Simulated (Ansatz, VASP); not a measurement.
**Y: VASP beside Ansatz**

INCAR

```
SYSTEM = Y
PREC = Accurate
ENCUT = 520
EDIFF = 1E-7
ISMEAR = -1
SIGMA = 0.05
LREAL = .False.
LASPH = .True.
NELM = 80
ALGO = Normal
ISIF = 2
LWAVE = .False.
LCHARG = .True.
GGA = CA
LELF = .True.
LVHAR = .True.
NBANDS = 12
```

Contents of KPOINTS:

```
regular mesh
0
Gamma
  14 14 14
  0 0 0
```

POSCAR

```
Y
1.0
   -1.8879332670      1.8879332670      1.8879332670
    1.8879332670     -1.8879332670      1.8879332670
    1.8879332670      1.8879332670     -1.8879332670
Y
1
Direct
    0.0000000000      0.0000000000      0.0000000000
```

Input for Ansatz:

```yaml
crystal:
  lattice:
    - [-1.887933267, 1.887933267, 1.887933267]
    - [1.887933267, -1.887933267, 1.887933267]
    - [1.887933267, 1.887933267, -1.887933267]
  atoms:
    - { symbol: "Y", position: [0.0, 0.0, 0.0] }
kpoints:
  mp_grid: { grid: [14, 14, 14] }
scf:
  occupations: { method: fermi_dirac, width: 0.05 }
hamiltonian:
  xc: lda
  pseudopotentials: { kind: paw }
output:
  forces: true
  stress: true
  eigenvalues: true
  populations: true
```

Change from the starting cell: volume scaled by 0.9, PAW files.

Alike in both runs: task single point; functional LDA; k mesh 14 × 14 × 14; occupations fermi-dirac, width 0.05 eV; no spin polarisation.

```csv
,VASP,Ansatz
version,VASP 6.6.1,Ansatz 0.2.0
potentials or method,"VASP PAW LDA potentials, release 64 (Y_sv)","PAW with Ansatz's default frozen-core files, scalar-relativistic"
plane-wave cutoff (eV),520,420
valence electrons in the cell,11,11
```

|  | VASP | Ansatz | Ansatz less VASP |
| --- | --- | --- | --- |
| pressure (GPa) | 5.3 | 5.5 | +0.19 |

LDA's correlation is that of Perdew and Zunger in VASP and of Perdew and Wang (1992) in Ansatz.
